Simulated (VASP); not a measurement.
Crystal: C.

```
C
1.0
    -2.51802    0.00000    0.00000
     0.00000    4.36134    0.00000
     1.25901   -2.18067   -8.30459
C
16
Direct
  0.45352 0.45352 0.90703
  0.95352 0.95352 0.90703
  0.70352 0.70352 0.40703
  0.20352 0.20352 0.40703
  0.29648 0.29648 0.59297
  0.79648 0.79648 0.59297
  0.54648 0.54648 0.09297
  0.04648 0.04648 0.09297
  0.92224 0.25557 0.84447
  0.42224 0.75557 0.84447
  0.17224 0.83890 0.34447
  0.67224 0.33890 0.34447
  0.82776 0.16110 0.65553
  0.32776 0.66110 0.65553
  0.07776 0.74443 0.15553
  0.57776 0.24443 0.15553
```

Base run:

```yaml
Program: VASP 6.6.1
Functional: PBE
Dispersion: D3(BJ)
Potentials_or_basis: VASP PAW PBE potentials, release 64 (C)
Cutoff: 520 eV
k_mesh: 8 × 8 × 8
Occupations: gaussian, width 0.05 eV
Spin: no spin polarisation
```

Its results: band gap on the k mesh 4.55 eV; pressure -4.7 GPa; largest force 0.006 eV/Å.

Task: The run is repeated on the same cell with these changes: dispersion from D3(BJ) to none. What comes out?

Result: Band gap on the k mesh 4.55 eV; pressure 0.7 GPa; largest force 0.005 eV/Å.

Dispersion adds attraction, which lowers the pressure at fixed volume and, as a term added to the energy, leaves the levels alone.

Caveats: three body term missing (at least some runs); the cell stands under tension (at least some runs).

A k mesh can miss the band edges.
